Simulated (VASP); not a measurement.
Set up this calculation in VASP 6.6.1, as the native input.

```
Task                   : single point
Functional             : PBE
Potentials or basis    : VASP PAW PBE potentials, release 64 (Te)
Cutoff                 : 520 eV
k mesh                 : 19 × 19 × 19
Occupations            : fermi-dirac, width 0.1 eV
Spin                   : no spin polarisation
Dipole correction      : no
Further INCAR settings : ALGO = Normal; EDIFF = 1e-06; NBANDS = 9
```

The structure of Te lies in POSCAR:

```
Te
1.0
   -1.9247105964      1.9247105964      1.9247105964
    1.9247105964     -1.9247105964      1.9247105964
    1.9247105964      1.9247105964     -1.9247105964
Te
1
Direct
    0.0000000000      0.0000000000      0.0000000000
```

These files were run (other wordings do the same):

INCAR

```
SYSTEM = Te
PREC = Accurate
ENCUT = 520
EDIFF = 1E-6
ISMEAR = -1
SIGMA = 0.1
LREAL = .FALSE.
LASPH = .TRUE.
NELM = 100
ALGO = Normal
ISIF = 2
LWAVE = .FALSE.
LCHARG = .FALSE.
GGA = PE
NBANDS = 9
```

KPOINTS

```
regular mesh
0
G
  19 19 19
  0 0 0
```

Potentials or basis: VASP PAW PBE potentials, release 64 (Te).

The run is started by

```bash
$ cat potpaw_PBE.64/Te/POTCAR > POTCAR
$ mpirun -np 1 vasp_std > vasp.out
```

It gave:

- Pressure: 0.0 GPa
- Band gap on the k mesh: zero (band 3 reaches 10.79 eV, above the bottom of band 4 at 4.91 eV)

Caveat: spin-orbit coupling is left out, which moves the levels of the heavy elements.

Wall time 85 s on 1 thread of Intel Xeon 6975P-C (shared host), peak memory 0.2 GiB.
